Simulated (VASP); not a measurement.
Runs of VASP 6.6.1 on BPd4. The structure is that of space group Pmm2 (No. 25), or close to it. The cells are those of the table. 

| level | potentials or basis | cell | k mesh | cutoff (eV) | smearing | second run | gap on the mesh (eV) | pressure (GPa) | largest force (eV/Å) |
| --- | --- | --- | --- | --- | --- | --- | --- | --- | --- |
| BLYP | VASP PAW PBE potentials, release 64 (Pd, B) | a = 2.892, b = 4.365, c = 5.856 Å, 5 atoms | 9 × 6 × 5 | 520 | fermi-dirac 0.05 eV | - | none | 7.8 | (a) |
| LDA | VASP PAW LDA potentials, release 64 (Pd, B) | a = 2.892, b = 4.365, c = 5.856 Å, 5 atoms | 15 × 10 × 8 | 520 | methfessel-paxton 0.05 eV | - | none | -12.8 | 1.29 |
| PBEsol | VASP PAW PBE potentials, release 64 (Pd_sv_GW, B) | a = 2.892, b = 4.365, c = 5.856 Å, 5 atoms | 9 × 6 × 5 | 540 | fermi-dirac 0.05 eV | valence_matched | none | -10.6 | (b) |
| PBEsol | VASP PAW PBE potentials, release 64 (Pd, B) | a = 2.793, b = 4.305, c = 5.813 Å, 5 atoms | 9 × 6 × 5 | 520 | fermi-dirac 0.05 eV | - | none | 0.1 | 0.09 |
| RPBE | VASP PAW PBE potentials, release 64 (Pd, B) | a = 2.892, b = 4.365, c = 5.856 Å, 5 atoms | 9 × 6 × 5 | 520 | fermi-dirac 0.05 eV | - | none | 2.8 | 0.21 |
| PBE | VASP PAW PBE potentials, release 64 (Pd, B) | a = 2.892, b = 4.365, c = 5.856 Å, 5 atoms | 9 × 6 × 5 | 520 | fermi-dirac 0.05 eV | - | none | (c) | 0.20 |
| RPBE | VASP PAW PBE potentials, release 64 (Pd_sv_GW, B) | a = 2.892, b = 4.365, c = 5.856 Å, 5 atoms | 9 × 6 × 5 | 540 | fermi-dirac 0.05 eV | valence_matched | none | 0.4 | 0.27 |
| PBEsol | VASP PAW PBE potentials, release 64 (Pd, B) | a = 2.892, b = 4.365, c = 5.856 Å, 5 atoms | 9 × 6 × 5 | 520 | fermi-dirac 0.05 eV | - | none | -8.5 | 0.14 |

Alike in all rows: task single point; no spin polarisation.

**Question.** Fill in the values left out.

**Answer.** (a) 0.23; (b) 0.18; (c) -1.2.

Caveats: the PAW data sets were made with another functional, which shifts forces and pressure a little (some runs); forces of over 1 eV/Å act on the atoms, so gaps and moduli don't describe the material at rest (some runs).

A k mesh can miss the band edges, and the runs leave out spin-orbit coupling on Pd.

A gap of «none» marks levels without a gap at the run's occupations.

The runs don't all hold the same shells in valence.
